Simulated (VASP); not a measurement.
# Sr (P2_1/m) in VASP: notebook

The runs below take Sr through single point, with LDA.

Program: VASP 6.6.1. These are calculated values, not measurements. Logs are shortened: lines on timing, memory, paths and dates and some standing lists are left out, and cuts for length are marked.

## 1. The cell of the first run

The structure is monoclinic, space group P2_1/m (No. 11). Conventional cell: a = 4.176 Å, b = 6.715 Å, c = 4.176 Å, α = 90.00°, β = 116.59°, γ = 90.00°. Sr (site symmetry m) has 12 Sr at 3.76 to 4.78 Å within 4.9 Å.

## 2. Single point, LDA (atoms displaced along a vibrational mode, the cell strained)

Input file INCAR:

```
  PREC = Accurate
  ENCUT = 520
  EDIFF = 1E-6
  ISMEAR = 0
  SIGMA = 0.15
  LREAL = False
  LASPH = True
  NELM = 100
  ALGO = Fast
  ISIF = 2
  LWAVE = False
  LCHARG = True
  GGA = CA
  LELF = True
  LVHAR = True
  NBANDS = 17
```

Input file KPOINTS:

```
regular mesh
0
Gamma
  12 12 8
```

Input file POSCAR:

```
Sr
1.0
    4.3896263337      0.0000000000      0.0000000000
   -2.1948131669      3.5528298300      0.0000000000
    0.0000000000      0.0000000000      6.7154259278
Sr
2
Direct
    0.2195721696      0.6666666667      0.2500000000
    0.7804278304      0.3333333333      0.7500000000
```

Potentials or basis: VASP PAW LDA potentials, release 64 (Sr_sv).

On the command line:

```console
$ cat potpaw_LDA.64/Sr_sv/POTCAR > POTCAR
$ mpirun -np 1 vasp_std > vasp.out
```

OUTCAR:

```text
PREC = Accurate
   ENCUT = 520
   EDIFF = 1E-6
   ISMEAR = 0
   LREAL = False
   LASPH = True
   NELM = 100
   ISIF = 2
   GGA = CA

 ion  position               nearest neighbor table
   1  0.220  0.667  0.250-   2 3.76   2 3.76   2 4.23   2 4.23   2 4.78   2 4.78
   2  0.780  0.333  0.750-   1 3.76   1 3.76   1 4.23   1 4.23   1 4.78   1 4.78

  Warning from LATTYP: Monoclinic adjustment (A1->A3, A2->A1, A3->A2)!
  LATTYP: Found a base centered orthorhombic cell.
 ALAT       =     4.3896263337
 B/A-ratio  =     1.6187390725
 C/A-ratio  =     1.5298399949

  Lattice vectors:

 A1 = (   2.1948131669,  -3.5528298300,   0.0000000000)
 A2 = (   2.1948131668,   3.5528298300,   0.0000000000)
 A3 = (   0.0000000000,   0.0000000000,   6.7154259278)

Analysis of symmetry for initial positions (statically):
=====================================================================
 Subroutine PRICEL returns:
 Original cell was already a primitive cell.

 Routine SETGRP: Setting up the symmetry group for a
 base centered orthorhombic supercell.

 Subroutine GETGRP returns: Found  4 space group operations
 (whereof  2 operations were pure point group operations)
 out of a pool of  8 trial point group operations.

The static configuration has the point symmetry S_2 .
 The point group associated with its full space group is C_2h.

Analysis of symmetry for dynamics (positions and initial velocities):
=====================================================================
 Subroutine PRICEL returns:
 Original cell was already a primitive cell.

 Routine SETGRP: Setting up the symmetry group for a
 base centered orthorhombic supercell.

 Subroutine GETGRP returns: Found  4 space group operations
 (whereof  2 operations were pure point group operations)
 out of a pool of  8 trial point group operations.

The dynamic configuration has the point symmetry S_2 .
 The point group associated with its full space group is C_2h.

 Subroutine INISYM returns: Found  4 space group operations
 (whereof  2 operations are pure point group operations),
 and found     1 'primitive' translations

----------------------------------------------------------------------------------------

                                     Primitive cell

  volume of cell :     104.7311

  direct lattice vectors                    reciprocal lattice vectors
     4.389626334  0.000000000  0.000000000     0.227809823  0.140732887  0.000000000
    -2.194813167  3.552829830  0.000000000     0.000000000  0.281465775  0.000000000
     0.000000000  0.000000000  6.715425928     0.000000000  0.000000000  0.148910882

  length of vectors
     4.389626334  4.176099213  6.715425928     0.267774273  0.281465775  0.148910882

  position of ions in fractional coordinates (direct lattice)
     0.219572170  0.666666667  0.250000000
     0.780427830  0.333333333  0.750000000

  ion indices of the primitive-cell ions
   primitive index   ion index
                 1           1
                 2           2

----------------------------------------------------------------------------------------

 KPOINTS: regular mesh

Automatic generation of k-mesh.
 Grid dimensions read from file:
 generate k-points for:   12   12    8

 Generating k-lattice:

  Cartesian coordinates                     Fractional coordinates (reciprocal lattice)
     0.018984152  0.011727741  0.000000000     0.083333333  0.000000000  0.000000000
     0.000000000  0.023455481  0.000000000     0.000000000  0.083333333  0.000000000
     0.000000000  0.000000000  0.018613860     0.000000000  0.000000000  0.125000000

  Length of vectors
     0.022314523  0.023455481  0.018613860

  Shift w.r.t. Gamma in fractional coordinates (k-lattice)
     0.000000000  0.000000000  0.000000000

 Subroutine IBZKPT returns following result:
 ===========================================

 Found    370 irreducible k-points:

 Following reciprocal coordinates:
            Coordinates               Weight
  0.000000  0.000000  0.000000      1.000000
  0.083333 -0.000000  0.000000      2.000000
  0.083333 -0.083333  0.000000      2.000000
  0.166667 -0.000000  0.000000      2.000000
  0.166667 -0.166667  0.000000      2.000000
  0.250000  0.000000  0.000000      2.000000
[... 16 lines left out ...]
  0.416667  0.083333  0.000000      2.000000
  0.416667  0.500000  0.000000      2.000000
 [... further k-points ...]
   k-points           NKPTS =    370   k-points in BZ     NKDIM =    370   number of bands    NBANDS=     17
   number of dos      NEDOS =    301   number of ions     NIONS =      2
   total plane-waves  NPLWV =  57600
   dimension x,y,z NGX =    36 NGY =   32 NGZ =   50
   dimension x,y,z NGXF=    72 NGYF=   64 NGZF=  100
   ions per type =               2
   NGX,Y,Z   is equivalent  to a cutoff of  13.63, 12.74, 12.38 a.u.
   NGXF,Y,Z  is equivalent  to a cutoff of  27.27, 25.48, 24.76 a.u.
 SYSTEM =  unknown system
   PREC   = accura    normal or accurate (medium, high low for compatibility)
   ISTART =      0    job   : 0-new  1-cont  2-samecut
   ICHARG =      2    charge: 1-file 2-atom 10-const
   ISPIN  =      1    spin polarized calculation?
   LNONCOLLINEAR =      F non collinear calculations
   LSORBIT =      F    spin-orbit coupling
   LASPH  =      T    aspherical Exc in radial PAW
   ENCUT  =  520.0 eV  38.22 Ry    6.18 a.u.   8.16  7.76 12.49*2*pi/ulx,y,z
   NELM   =    100;   NELMIN=  2; NELMDL= -5     # of ELM steps
   EDIFF  = 0.1E-05   stopping-criterion for ELM
   LREAL  =      F    real-space projection
[... 7 lines left out ...]
   TEBEG  =    0.0;   TEEND  =   0.0 temperature during run
   PSTRESS=    0.0 pullay stress
   NELECT =      20.0000    total number of electrons
   NUPDOWN=      -1.0000    fix difference up-down
   EMIN   =  10.00;   EMAX   =-10.00  energy-range for DOS
   EFERMI =   0.00;   METHOD = LEGACY
   ISMEAR =     0;   SIGMA  =   0.15  broadening in eV -4-tet -1-fermi 0-gaus
   EFERMI_NEDOS =   21; number of points for ismear=-14 and -15
   IALGO  =     68    algorithm
   IMIX   =      4    mixing-type and parameters
     AMIX     =   0.40;   BMIX     =  1.00
     AMIX_MAG =   1.60;   BMIX_MAG =  1.00
  volume/ion in A,a.u.               =      52.37       353.38
  Fermi-wavevector in a.u.,A,eV,Ry     =   0.942742  1.781525 12.092355  0.888763
  Thomas-Fermi vector in A             =   2.070382
   LORBIT       =      0    0 simple, 1 ext, 2 COOP (PROOUT), +10 PAW based schemes
   GGA     = CA    functional components
   LHFCALC =     F    Hartree Fock is set to
   AEXX    =    0.0000 exact exchange contribution
   IVDW    =     0    specifies the selected vdW correction
   LEPSILON=     F    determine dielectric tensor
   LRPA    =     F    only Hartree local field effects (RPA)
 non-spin polarized calculation
 RMM-DIIS sequential band-by-band and
 Gauss-broadening in eV      SIGMA  =   0.15
  energy-cutoff  :      520.00
  volume of cell :      104.73
 maximum number of plane-waves:      2842
 NGX is ok and might be reduce to    36
   NGX = 17   NGY = 15   NGZ = 25

 number of electron      20.0000000 magnetization

 Free energy of the ion-electron system (eV)
  ---------------------------------------------------
  ext. energy  EPLUGINS =         0.00000000
  ---------------------------------------------------
  free energy    TOTEN  =        -3.60567512 eV

  energy without entropy =       -3.57902090  energy(sigma->0) =       -3.59234801

 E-fermi :   1.5420     XC(G=0):  -7.7064

 val. band max:        1.5380522359   @ k =   0.4167   0.3333  -0.2500
 cond. band min:       1.5436267863   @ k =   0.3333   0.3333   0.1250
 fundamental gap:      0.0055745504
 Fermi energy:         1.5419629034

 k-point     1 :       0.0000    0.0000    0.0000
  band No.  band energies     occupation
      1     -34.8363      2.00000
      2     -34.8043      2.00000
      3     -17.1283      2.00000
      4     -16.8700      2.00000
      5     -16.8188      2.00000
      6     -16.7992      2.00000
[... 9 lines left out ...]
     16       4.2578      0.00000
     17       4.8107      0.00000

 k-point     2 :       0.0833   -0.0000    0.0000
  band No.  band energies     occupation
      1     -34.8353      2.00000
      2     -34.8039      2.00000
      3     -17.1227      2.00000
      4     -16.8798      2.00000
      5     -16.8230      2.00000
      6     -16.8102      2.00000
[... 9 lines left out ...]
     16       4.3459      0.00000
     17       4.6350      0.00000

 k-point     3 :       0.0833   -0.0833    0.0000
  band No.  band energies     occupation
      1     -34.8356      2.00000
      2     -34.8037      2.00000
      3     -17.1258      2.00000
      4     -16.8720      2.00000
      5     -16.8309      2.00000
      6     -16.8015      2.00000
[... 9 lines left out ...]
     16       4.2916      0.00000
     17       4.7743      0.00000

 k-point     4 :       0.1667   -0.0000    0.0000
  band No.  band energies     occupation
      1     -34.8325      2.00000
      2     -34.8031      2.00000
      3     -17.1067      2.00000
      4     -16.9063      2.00000
      5     -16.8495      2.00000
      6     -16.8249      2.00000
[... 9 lines left out ...]
     16       4.5506      0.00000
     17       4.6281      0.00000
[... 343 lines left out ...]
      1     -34.8263      2.00000
      2     -34.7966      2.00000
      3     -17.0910      2.00000
      4     -16.9740      2.00000
      5     -16.9195      2.00000
      6     -16.8946      2.00000
[... 9 lines left out ...]
     16       4.4345      0.00000
     17       5.7702      0.00000

 k-point    23 :       0.4167    0.0833    0.0000
  band No.  band energies     occupation
      1     -34.8200      2.00000
      2     -34.8006      2.00000
      3     -17.0261      2.00000
      4     -17.0007      2.00000
      5     -16.9905      2.00000
      6     -16.8596      2.00000
[... 9 lines left out ...]
     16       5.2030      0.00000
     17       5.8434      0.00000

 k-point    24 :       0.4167    0.5000    0.0000
  band No.  band energies     occupation
      1     -34.8251      2.00000
      2     -34.7958      2.00000
      3     -17.0860      2.00000
      4     -16.9917      2.00000
      5     -16.9288      2.00000
      6     -16.9036      2.00000
[... 9 lines left out ...]
     16       4.6582      0.00000
     17       6.4639      0.00000

 [... further k-points ...]
[... 5 lines left out ...]
  --------------------------------------------------------------------------------------
  -------------------------------------------------------------------------------------
  Total       -1.4458089     -0.4655875      0.5876716      0.6401837      0.0000000      0.0000000
  in kB      -22.1180044     -7.1225642      8.9902084      9.7935391      0.0000000      0.0000000
  external PRESSURE =      -6.7501200 kB  Pullay stress =       0.0000000 kB

 VOLUME and BASIS-vectors are now :
 -----------------------------------------------------------------------------
  energy-cutoff  :      520.00
  volume of cell :      104.73
      direct lattice vectors                 reciprocal lattice vectors
     4.389626334  0.000000000  0.000000000     0.227809823  0.140732887  0.000000000
    -2.194813167  3.552829830  0.000000000     0.000000000  0.281465775  0.000000000
     0.000000000  0.000000000  6.715425928     0.000000000  0.000000000  0.148910882

 POSITION                                       TOTAL-FORCE (eV/Angst)
 -----------------------------------------------------------------------------------
     -0.49937      2.36855      1.67886         0.266269      0.218186      0.000000
      2.69418      1.18428      5.03657        -0.266269     -0.218186      0.000000
 -----------------------------------------------------------------------------------
    total drift:                                0.000000     -0.000000     -0.000000

  FREE ENERGIE OF THE ION-ELECTRON SYSTEM (eV)
  ---------------------------------------------------
  free  energy   TOTEN  =        -3.6056751159 eV

  energy  without entropy=       -3.5790208966  energy(sigma->0) =       -3.59234801
```

Wall time 5.2 min (1 thread of Intel Xeon 6975P-C (Granite Rapids), shared host); peak memory 0.61 GiB.

Results:

- Free energy: -3.6057 eV
- Pressure: -0.7 GPa
- Largest force: 0.344 eV/Å
- Band gap on the k mesh: zero (bands 10 and 11 overlap by 0.56 eV)

Forces on the atoms (eV/Å):
```
Sr   0.266  0.218  0.000
Sr  -0.266 -0.218  0.000
```

Levels at points of the mesh, in eV from the Fermi level:
| k point | band 7 | band 8 | band 9 | band 10 | band 11 | band 12 | band 13 | band 14 |
| --- | --- | --- | --- | --- | --- | --- | --- | --- |
| (0.00, 0.00, 0.00) | -18.33 | -18.31 | -3.68 | -1.03 | 0.39 | 1.55 | 2.06 | 2.69 |
| (0.50, 0.00, 0.00) | -18.37 | -18.35 | -0.93 | -0.77 | 0.45 | 0.62 | 0.79 | 1.34 |
| (0.50, 0.50, 0.00) | -18.37 | -18.30 | -1.50 | -0.28 | -0.25 | 0.04 | 2.19 | 2.36 |
| (0.00, 0.50, 0.00) | -18.41 | -18.35 | -0.95 | -0.35 | 0.13 | 0.66 | 1.36 | 1.49 |
| (0.00, 0.00, 0.50) | -18.34 | -18.34 | -2.64 | -2.64 | 1.27 | 1.27 | 2.12 | 2.12 |
| (0.50, 0.00, 0.50) | -18.37 | -18.37 | -0.95 | -0.95 | 0.52 | 0.52 | 0.95 | 0.95 |
| (0.50, 0.50, 0.50) | -18.38 | -18.38 | -0.62 | -0.62 | -0.13 | -0.13 | 1.55 | 1.55 |
| (0.00, 0.50, 0.50) | -18.37 | -18.37 | -0.76 | -0.76 | 0.45 | 0.45 | 1.09 | 1.09 |

Caveat: the cell differs from its parent crystal (atoms displaced along a vibrational mode, the cell strained).

## 3. Single point, LDA (atoms displaced along a vibrational mode, the cell strained)

Input file INCAR:

```
ALGO = Fast
EDIFF = 1E-6
ENCUT = 520
GGA = CA
ISIF = 2
ISMEAR = 0
LASPH = True
LCHARG = False
LREAL = False
LWAVE = False
NBANDS = 17
NELM = 100
PREC = Accurate
SIGMA = 0.15
```

Input file KPOINTS:

```
k-points
0
Gamma
  12 12 8
```

Input file POSCAR:

```
Sr
1.0
    3.8152827013      0.0000000000      0.0000000000
   -1.9076413507      3.5528298300      0.0000000000
    0.0000000000      0.0000000000      6.7154259278
Sr
2
Direct
    0.1627037756      0.6666666667      0.2500000000
    0.8372962244      0.3333333333      0.7500000000
```

Potentials or basis: VASP PAW LDA potentials, release 64 (Sr_sv).

On the command line:

```console
$ cat potpaw_LDA.64/Sr_sv/POTCAR > POTCAR
$ mpirun -np 1 vasp_std > vasp.out
```

Run time: 4.2 min. Hardware: 1 thread of AMD EPYC 9R45 (Zen 5), shared host; peak memory 0.51 GiB.

The run converged. Its results:

```yaml
Free_energy: -3.5805 eV
Pressure: 0.9 GPa
Largest_force: 0.367 eV/Å
Band_gap_on_the_k_mesh: zero (bands 10 and 11 overlap by 0.38 eV)
```

Forces in eV/Å, atoms in the order of the input:
```
Sr   0.154  0.333  0.000
Sr  -0.154 -0.333  0.000
```

Stress tensor (GPa, compression positive):
```
0.90 0.82 0.00
0.82 0.12 0.00
0.00 0.00 1.74
```

Levels at points of the mesh, in eV from the Fermi level:
```tsv
k point	band 6	band 7	band 8	band 9	band 10	band 11	band 12	band 13	band 14	band 15
(0.00, 0.00, 0.00)	-18.05	-18.02	-18.01	-3.85	-1.22	0.36	1.53	2.18	2.52	3.15
(0.50, 0.00, 0.00)	-18.17	-18.14	-18.03	-0.93	-0.25	-0.08	1.06	1.06	1.50	2.84
(0.50, 0.50, 0.00)	-18.20	-18.15	-17.98	-1.29	-0.60	0.00	0.34	2.21	2.65	3.75
(0.00, 0.50, 0.00)	-18.11	-18.07	-18.04	-1.13	-0.48	-0.10	0.93	0.95	1.33	3.25
(0.00, 0.00, 0.50)	-18.07	-18.03	-18.03	-2.79	-2.79	1.13	1.13	2.26	2.26	3.06
(0.50, 0.00, 0.50)	-18.22	-18.10	-18.10	-0.88	-0.88	0.53	0.53	1.44	1.44	3.59
(0.50, 0.50, 0.50)	-18.27	-18.12	-18.12	-0.40	-0.40	-0.14	-0.14	1.73	1.73	3.94
(0.00, 0.50, 0.50)	-18.17	-18.08	-18.08	-1.01	-1.01	0.38	0.38	1.23	1.23	3.99
```

Caveat: the cell differs from its parent crystal (atoms displaced along a vibrational mode, the cell strained).

## 4. Single point, LDA (atoms displaced along a vibrational mode, the cell strained)

Input file INCAR:

```
PREC = Accurate
ENCUT = 520
EDIFF = 1E-6
ISMEAR = 0
SIGMA = 0.15
LREAL = False
LASPH = True
NELM = 60
ALGO = Fast
ISIF = 2
LWAVE = False
LCHARG = True
LELF = True
LVHAR = True
NBANDS = 17
```

Input file KPOINTS:

```
regular mesh
0
Gamma
  12 12 8
```

Input file POSCAR:

```
Sr
1.0
    3.8152827013      0.0000000000      0.0000000000
   -1.9076413507      3.5528298300      0.0000000000
    0.0000000000      0.0000000000      6.7154259278
Sr
2
Direct
    0.2764649393      0.6666666667      0.2500000000
    0.7235350607      0.3333333333      0.7500000000
```

Potentials or basis: VASP PAW LDA potentials, release 64 (Sr_sv).

On the command line:

```console
$ cat potpaw_LDA.64/Sr_sv/POTCAR > POTCAR
$ mpirun -np 1 vasp_std > vasp.out
```

OUTCAR:

```text
PREC = Accurate
   ENCUT = 520
   EDIFF = 1E-6
   ISMEAR = 0
   LREAL = False
   LASPH = True
   NELM = 60
   ISIF = 2

 ion  position               nearest neighbor table
   1  0.276  0.667  0.250-   2 3.85   2 3.85   2 4.13   2 4.13   2 4.26   2 4.26
   2  0.724  0.333  0.750-   1 3.85   1 3.85   1 4.13   1 4.13   1 4.26   1 4.26

  LATTYP: Found a base centered orthorhombic cell.
 ALAT       =     3.8152827013
 B/A-ratio  =     1.8624202232
 C/A-ratio  =     1.7601384887

  Lattice vectors:

[... 669 lines left out ...]

------------------------ aborting loop because EDIFF is reached ----------------------------------------

  FORCE on cell =-STRESS in cart. coord.  units (eV):
  Direction    XX          YY          ZZ          XY          YZ          ZX
  --------------------------------------------------------------------------------------
  -------------------------------------------------------------------------------------
  Total        1.2268844      0.1790275      0.2364051      0.3614832      0.0000000      0.0000000
  in kB       21.5943198      3.1510527      4.1609516      6.3624444      0.0000000      0.0000000
  external PRESSURE =       9.6354414 kB  Pullay stress =       0.0000000 kB

 VOLUME and BASIS-vectors are now :
 -----------------------------------------------------------------------------
  energy-cutoff  :      520.00
  volume of cell :       91.03
      direct lattice vectors                 reciprocal lattice vectors
     3.815282701  0.000000000  0.000000000     0.262103775  0.140732887  0.000000000
    -1.907641351  3.552829830  0.000000000     0.000000000  0.281465775  0.000000000
     0.000000000  0.000000000  6.715425928     0.000000000  0.000000000  0.148910882

 POSITION                                       TOTAL-FORCE (eV/Angst)
 -----------------------------------------------------------------------------------
     -0.21697      2.36855      1.67886         0.108426      0.125590     -0.000000
      2.12461      1.18428      5.03657        -0.108426     -0.125590      0.000000
 -----------------------------------------------------------------------------------
    total drift:                               -0.000000      0.000000     -0.000000

  FREE ENERGIE OF THE ION-ELECTRON SYSTEM (eV)
  ---------------------------------------------------
  free  energy   TOTEN  =        -3.7273478436 eV

  energy  without entropy=       -3.7024270818  energy(sigma->0) =       -3.71488746
```

Wall time 3.9 min (1 thread of AMD EPYC 9R45 (Zen 5), shared host); peak memory 0.51 GiB.

Results:

```yaml
Free_energy: -3.7273 eV
Pressure: 1.0 GPa
Largest_force: 0.166 eV/Å
Band_gap_on_the_k_mesh: zero (bands 10 and 11 overlap by 0.47 eV)
```

Forces in eV/Å, atoms in the order of the input:
```
Sr   0.108  0.126  0.000
Sr  -0.108 -0.126  0.000
```

Stress tensor (GPa, compression positive):
```
2.16 0.64 0.00
0.64 0.32 0.00
0.00 0.00 0.42
```

Caveat: the cell differs from its parent crystal (atoms displaced along a vibrational mode, the cell strained).

[end of part 1 of 2]
